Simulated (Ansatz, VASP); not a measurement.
# Be in VASP and in Ansatz

```
CELL_PARAMETERS angstrom
3.74681 0.00000 0.00000
0.00000 3.74681 0.00000
0.00000 0.00000 2.28128
ATOMIC_POSITIONS crystal
Be 0.30008 0.27421 0.98087
Be 0.69583 0.72580 0.99493
Be 0.19951 0.76614 0.53852
Be 0.80457 0.23386 0.48569
```

Alike in both runs: task single point; functional LDA; k mesh 4 × 4 × 6; no spin polarisation.

|  | VASP | Ansatz |
| --- | --- | --- |
| version | VASP 6.6.1 | Ansatz 0.2.0 |
| potentials or method | VASP PAW LDA potentials, release 64 (Be), cutoff 600 eV | plane waves, PAW |
| occupations | fermi-dirac, width 0.1 eV | fermi-dirac |
| valence electrons in the cell | 8 | 8 |

Ansatz gave:

```
rms of the force components (eV/Å) : 0.350
```

Which values does VASP return?

rms of the force components (eV/Å): 0.351.

LDA's correlation is that of Perdew and Zunger in VASP and of Perdew and Wang (1992) in Ansatz. Atom by atom the forces differ by 0.001 eV/Å (rms over components).

The k mesh is coarse, so the values compare programs but aren't converged.
